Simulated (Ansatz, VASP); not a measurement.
ScAlN2 in VASP and in Ansatz

```
CELL_PARAMETERS angstrom
3.02139 0.00000 0.00000
0.00000 4.17335 0.00000
0.00000 0.00000 6.30121
ATOMIC_POSITIONS crystal
Sc 0.00000 0.00000 0.00000
Al 0.50000 0.00000 0.50000
N 0.00000 0.00000 0.30868
N 0.00000 0.00000 0.69132
```

Alike in both runs: task single point; functional PBE; k mesh 6 × 4 × 4; occupations gaussian, width 0.1 eV; collinear spin.

|  | VASP | Ansatz |
| --- | --- | --- |
| version | VASP 6.6.1 | Ansatz 0.2.0 |
| potentials or method | VASP PAW PBE potentials, release 64 (Sc_sv, Al, N), cutoff 520 eV | scalar-relativistic, plane waves, PAW |
| valence electrons in the cell | 24 | 24 |

Ansatz gave:

| Quantity | Value |
| --- | --- |
| gap on the k mesh at the Fermi level (eV) | none |
| pressure (GPa) | 0.1 |
| traceless stress, the component that is largest in VASP (GPa) | 0.00 |
| rms of the force components (eV/Å) | 0.001 |
| net moment per atom (μB) | 0.03 |

Task: Estimate VASP's values.

Result: gap on the k mesh at the Fermi level (eV): none; pressure (GPa): 0.2; traceless stress, the component that is largest in VASP (GPa): 0.49; rms of the force components (eV/Å): 0.053; net moment per atom (μB): 0.03.

Atom by atom the forces differ by 0.052 eV/Å (rms over components). A gap of «none» marks a metal or a gap that the smearing closes. Ansatz's warnings: seeded moment not kept.

The k mesh is coarse, so the values compare programs but aren't converged.
